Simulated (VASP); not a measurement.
# Mg (P-1) in VASP: notebook

The runs below take Mg through single point, with PBEsol.

Everything below comes from runs of VASP 6.6.1. Logs are shortened: lines on timing, memory, paths and dates and some standing lists are left out, and cuts for length are marked.

### 1 The cell of the first run

The typed cell holds 1 atom: a = 3.119 Å, b = 3.132 Å, c = 3.138 Å, α = 90.09°, β = 89.99°, γ = 120.33°.

### 2 Single point, PBEsol (the cell strained at random)

File INCAR:

```
PREC = Accurate
ENCUT = 520
EDIFF = 1E-6
ISMEAR = 0
SIGMA = 0.1
LREAL = F
LASPH = T
NELM = 80
ALGO = Fast
ISIF = 2
LWAVE = F
LCHARG = F
GGA = PS
NBANDS = 7
```

File KPOINTS:

```
regular mesh
0
Gamma
  14 14 12
```

File POSCAR:

```
Mg
1.0
    3.1189315460     -0.0128417622      0.0002135210
   -1.5705870653      2.7099515551     -0.0025634830
    0.0002131386     -0.0028316989      3.1375833224
Mg
1
Direct
    0.0000000000      0.0000000000      0.0000000000
```

Potentials or basis: VASP PAW PBE potentials, release 64 (Mg).

Command:

```bash
> cat potpaw_PBE.64/Mg/POTCAR > POTCAR
> mpirun -np 1 vasp_std > vasp.out
```

OUTCAR:

```text
PREC = Accurate
   ENCUT = 520
   EDIFF = 1E-6
   ISMEAR = 0
   LREAL = F
   LASPH = T
   NELM = 80
   ISIF = 2
   GGA = PS

 ion  position               nearest neighbor table
   1  0.000  0.000  0.000-

  LATTYP: Found a triclinic cell.
 ALAT       =     3.1099481327
 B/A-ratio  =     1.7312576695
 C/A-ratio  =     1.0088864745
 COS(alpha) =     0.0007878657
 COS(beta)  =     0.0015045097
 COS(gamma) =     0.8639529980

  Lattice vectors:

 A1 = (   1.5483444807,   2.6971097929,  -0.0023499620)
 A2 = (   4.6672760267,   2.6842680307,  -0.0021364410)
 A3 = (  -0.0002131386,   0.0028316989,  -3.1375833224)

Analysis of symmetry for initial positions (statically):
=====================================================================
 Subroutine PRICEL returns:
 Original cell was already a primitive cell.

 Routine SETGRP: Setting up the symmetry group for a
 triclinic supercell.

 Subroutine GETGRP returns: Found  2 space group operations
 (whereof  2 operations were pure point group operations)
 out of a pool of  2 trial point group operations.

The static configuration has the point symmetry S_2 .

Analysis of symmetry for dynamics (positions and initial velocities):
=====================================================================
 Subroutine PRICEL returns:
 Original cell was already a primitive cell.

 Routine SETGRP: Setting up the symmetry group for a
 triclinic supercell.

 Subroutine GETGRP returns: Found  2 space group operations
 (whereof  2 operations were pure point group operations)
 out of a pool of  2 trial point group operations.

The dynamic configuration has the point symmetry S_2 .

 Subroutine INISYM returns: Found  2 space group operations
 (whereof  2 operations are pure point group operations),
 and found     1 'primitive' translations

----------------------------------------------------------------------------------------

                                     Primitive cell

  volume of cell :      26.4560

  direct lattice vectors                    reciprocal lattice vectors
     3.118931546 -0.012841762  0.000213521     0.321389531  0.186265549  0.000146274
[... 75 lines left out ...]
   PREC   = accura    normal or accurate (medium, high low for compatibility)
   ISTART =      0    job   : 0-new  1-cont  2-samecut
   ICHARG =      2    charge: 1-file 2-atom 10-const
   ISPIN  =      1    spin polarized calculation?
   LNONCOLLINEAR =      F non collinear calculations
   LSORBIT =      F    spin-orbit coupling
   LASPH  =      T    aspherical Exc in radial PAW
   ENCUT  =  520.0 eV  38.22 Ry    6.18 a.u.   5.80  5.82  5.83*2*pi/ulx,y,z
   NELM   =     80;   NELMIN=  2; NELMDL= -5     # of ELM steps
   EDIFF  = 0.1E-05   stopping-criterion for ELM
   LREAL  =      F    real-space projection
   EDIFFG = 0.1E-04   stopping-criterion for IOM
   NSW    =      0    number of steps for IOM
   IBRION =     -1    ionic relax: 0-MD 1-quasi-New 2-CG
   NFREE  =      0    steps in history (QN), initial steepest desc. (CG)
   ISIF   =      2    stress and relaxation
   ISYM   =      2    0-nonsym 1-usesym 2-fastsym
   POTIM  = 0.5000    time-step for ionic-motion
   TEBEG  =    0.0;   TEEND  =   0.0 temperature during run
   PSTRESS=    0.0 pullay stress
   NELECT =       2.0000    total number of electrons
   NUPDOWN=      -1.0000    fix difference up-down
   EMIN   =  10.00;   EMAX   =-10.00  energy-range for DOS
   EFERMI =   0.00;   METHOD = LEGACY
   ISMEAR =     0;   SIGMA  =   0.10  broadening in eV -4-tet -1-fermi 0-gaus
   EFERMI_NEDOS =   21; number of points for ismear=-14 and -15
   IALGO  =     68    algorithm
   IMIX   =      4    mixing-type and parameters
     AMIX     =   0.40;   BMIX     =  1.00
     AMIX_MAG =   1.60;   BMIX_MAG =  1.00
  volume/ion in A,a.u.               =      26.46       178.53
  Fermi-wavevector in a.u.,A,eV,Ry     =   0.692219  1.308103  6.519457  0.479167
  Thomas-Fermi vector in A             =   1.774090
   LORBIT       =      0    0 simple, 1 ext, 2 COOP (PROOUT), +10 PAW based schemes
   GGA     = PS    functional components
   LHFCALC =     F    Hartree Fock is set to
   AEXX    =    0.0000 exact exchange contribution
   IVDW    =     0    specifies the selected vdW correction
   LEPSILON=     F    determine dielectric tensor
   LRPA    =     F    only Hartree local field effects (RPA)
 non-spin polarized calculation
 RMM-DIIS sequential band-by-band and
 Gauss-broadening in eV      SIGMA  =   0.10
  energy-cutoff  :      520.00
  volume of cell :       26.46
 maximum number of plane-waves:       731
   NGX = 11   NGY = 11   NGZ = 11

 number of electron       2.0000000 magnetization

 Free energy of the ion-electron system (eV)
  ---------------------------------------------------
  ext. energy  EPLUGINS =         0.00000000
  ---------------------------------------------------
  free energy    TOTEN  =        -1.47873022 eV

  energy without entropy =       -1.47626247  energy(sigma->0) =       -1.47749635

 E-fermi :   1.8941     XC(G=0):  -8.0793

 val. band max:        1.8780942315   @ k =   0.3571   0.3571  -0.0000
 cond. band min:       1.9040597136   @ k =   0.5000   0.5000   0.3333
 fundamental gap:      0.0259654821
 Fermi energy:         1.8941393742

 k-point     1 :       0.0000    0.0000    0.0000
  band No.  band energies     occupation
      1      -4.4766      2.00000
      2       9.5179      0.00000
      3       9.9804      0.00000
      4      13.9184      0.00000
      5      14.1182      0.00000
      6      14.7249      0.00000
      7      14.8733      0.00000
[... 221 lines left out ...]
 k-point    24 :       0.0714    0.1429    0.0000
  band No.  band energies     occupation
      1      -3.7383      2.00000
      2       8.4696      0.00000
      3       9.6607      0.00000
      4      10.6076      0.00000
      5      11.7075      0.00000
      6      14.8844      0.00000
      7      17.0501      0.00000

 [... further k-points ...]
[... 5 lines left out ...]
  --------------------------------------------------------------------------------------
  -------------------------------------------------------------------------------------
  Total       -0.2390332     -0.2450186     -0.2223365      0.0274516     -0.0049024      0.0002299
  in kB      -14.4758533    -14.8383252    -13.4647006      1.6624697     -0.2968915      0.0139236
  external PRESSURE =     -14.2596264 kB  Pullay stress =       0.0000000 kB

 VOLUME and BASIS-vectors are now :
 -----------------------------------------------------------------------------
  energy-cutoff  :      520.00
  volume of cell :       26.46
      direct lattice vectors                 reciprocal lattice vectors
     3.118931546 -0.012841762  0.000213521     0.321389531  0.186265549  0.000146274
    -1.570587065  2.709951555 -0.002563483     0.001522961  0.369893254  0.000333729
     0.000213139 -0.002831699  3.137583322    -0.000020627  0.000289536  0.318716898

 POSITION                                       TOTAL-FORCE (eV/Angst)
 -----------------------------------------------------------------------------------
      0.00000      0.00000      0.00000         0.000000      0.000000      0.000000
 -----------------------------------------------------------------------------------
    total drift:                                0.000000      0.000000      0.000000

  FREE ENERGIE OF THE ION-ELECTRON SYSTEM (eV)
  ---------------------------------------------------
  free  energy   TOTEN  =        -1.4787302223 eV

  energy  without entropy=       -1.4762624710  energy(sigma->0) =       -1.47749635
```

OSZICAR:

```text
N       E                     dE             d eps       ncg     rms          rms(c)
DAV:   1    -0.895160730773E+00   -0.89516E+00   -0.74186E+02 17598   0.190E+02
DAV:   2    -0.148869244574E+01   -0.59353E+00   -0.57420E+00 21420   0.103E+01
DAV:   3    -0.149125699839E+01   -0.25646E-02   -0.25627E-02 21140   0.755E-01
DAV:   4    -0.149126226199E+01   -0.52636E-05   -0.52633E-05 23674   0.257E-02
DAV:   5    -0.149126227442E+01   -0.12429E-07   -0.12754E-07 21294   0.829E-04    0.642E-01
RMM:   6    -0.148449106196E+01    0.67712E-02   -0.43563E-04 16527   0.112E-01    0.409E-01
RMM:   7    -0.147872029030E+01    0.57708E-02   -0.18368E-03 18294   0.223E-01    0.218E-02
RMM:   8    -0.147873015306E+01   -0.98628E-05   -0.62163E-05 17999   0.435E-02    0.557E-03
RMM:   9    -0.147873022230E+01   -0.69247E-07   -0.50533E-06 18177   0.129E-02
   1 F= -.14787302E+01 E0= -.14774963E+01  d E =-.246775E-02
```

It took 37 s on 1 thread of Intel Xeon Platinum 8559C (Emerald Rapids), shared host; peak memory 0.33 GiB.

What came out:

* Free energy: -1.4787 eV
* Pressure: -1.4 GPa
* Band gap on the k mesh: zero (band 1 reaches 4.35 eV, above the bottom of band 2 at -0.33 eV)

Levels at points of the mesh, in eV from the Fermi level:
```csv
k point,band 1,band 2,band 3,band 4
"(0.00, 0.00, 0.00)",-6.37,7.62,8.09,12.02
"(0.50, 0.00, 0.00)",-1.45,-1.12,7.89,8.06
"(0.00, 0.50, 0.00)",-1.48,-1.18,7.97,8.19
"(0.50, 0.50, 0.00)",-1.50,-1.21,8.02,8.28
"(0.00, 0.00, 0.50)",-2.99,-2.22,14.03,14.23
"(0.50, 0.00, 0.50)",1.35,2.32,2.77,3.03
"(0.00, 0.50, 0.50)",1.33,2.26,2.72,3.01
"(0.50, 0.50, 0.50)",1.31,2.23,2.68,2.99
```

Caveat: the cell differs from its parent crystal (the cell strained at random); the PAW data sets were made with another functional, which shifts forces and pressure a little.

### 3 Single point, PBEsol (the cell strained at random)

File INCAR:

```
ALGO     = Fast           # electronic algorithm
EDIFF    = 1E-7           # SCF threshold, eV
ENCUT    = 520            # plane-wave cutoff, eV
GGA      = PS             # functional
ISIF     = 2              # what is computed and relaxed
ISMEAR   = 0              # smearing method
LASPH    = True           # aspherical terms in the spheres
LCHARG   = False          # write CHGCAR
LREAL    = False          # projectors in reciprocal space
LWAVE    = False          # write WAVECAR
NBANDS   = 7              # bands
NELM     = 60             # most SCF steps
PREC     = Accurate       # precision mode
SIGMA    = 0.1            # smearing width, eV
```

File KPOINTS:

```
k-points
0
Gamma
  14 14 12
```

File POSCAR:

```
Mg
1.0
    3.1397345907      0.0213215956      0.0071377015
   -1.5514022519      2.7301697923      0.0228475204
    0.0071249199      0.0304483757      3.1454390033
Mg
1
Direct
    0.0000000000      0.0000000000      0.0000000000
```

Potentials or basis: VASP PAW PBE potentials, release 64 (Mg).

Command:

```bash
> cat potpaw_PBE.64/Mg/POTCAR > POTCAR
> mpirun -np 1 vasp_std > vasp.out
```

Run time: 48 s. Hardware: 1 thread of Intel Xeon Platinum 8559C (Emerald Rapids), shared host; peak memory 0.33 GiB.

Results (log left out):

```
Free energy            : -1.4722 eV
Pressure               : -2.0 GPa
Band gap on the k mesh : zero (band 1 reaches 4.26 eV, above the bottom of band 2 at -0.36 eV)
```

Stress tensor (GPa, compression positive):
```
-2.10 -0.17  0.07
-0.17 -2.30  0.28
 0.07  0.28 -1.55
```

Levels at points of the mesh, in eV from the Fermi level:
```tsv
k point	band 1	band 2	band 3	band 4
(0.00, 0.00, 0.00)	-6.27	7.65	8.12	11.74
(0.50, 0.00, 0.00)	-1.47	-1.25	7.91	8.10
(0.00, 0.50, 0.00)	-1.47	-1.25	7.91	8.10
(0.50, 0.50, 0.00)	-1.40	-1.10	7.69	7.74
(0.00, 0.00, 0.50)	-2.91	-2.14	13.74	14.12
(0.50, 0.00, 0.50)	1.31	2.20	2.60	3.03
(0.00, 0.50, 0.50)	1.30	2.21	2.57	3.06
(0.50, 0.50, 0.50)	1.40	2.32	2.77	3.08
```

Caveat: the cell differs from its parent crystal (the cell strained at random); the PAW data sets were made with another functional, which shifts forces and pressure a little.
